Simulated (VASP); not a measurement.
A run of VASP 6.6.1:

INCAR

```
SYSTEM = CoO
PREC = Accurate
ENCUT = 520
EDIFF = 1E-6
ISMEAR = 0
SIGMA = 0.15
LREAL = .False.
LASPH = .True.
NELM = 150
ALGO = Fast
ISIF = 2
LWAVE = .False.
LCHARG = .True.
ISPIN = 2
MAGMOM = 2.74 0.37
LORBIT = 11
LMAXMIX = 4
GGA = PS
LELF = .True.
LVHAR = .True.
NBANDS = 18
```

Contents of KPOINTS:

```
regular mesh
0
Gamma
  20 20 20
  0 0 0
```

POSCAR

```
CoO
1.0
    0.0053287500      2.1315000000      2.1315000000
    2.1315000000      0.0053287500      2.1315000000
    2.1368287500      2.1368287500      0.0000000000
Co O
1 1
Direct
    0.0000000000      0.0000000000      0.0000000000
    0.5000000000      0.5000000000      0.5000000000
```

Potentials or basis: VASP PAW PBE potentials, release 64 (Co, O).

The run is started by

```bash
$ cat potpaw_PBE.64/Co/POTCAR potpaw_PBE.64/O/POTCAR > POTCAR
$ mpirun -np 1 vasp_std > vasp.out
```

Hardware: 1 thread of Oxide Virtual Turin-like Processor (shared host).

How long does it take, and how much memory?

It took 32 min on 1 thread of Oxide Virtual Turin-like Processor, on a shared host, peak memory 0.63 GiB. Counts: scf iterations 17, k points 1166.
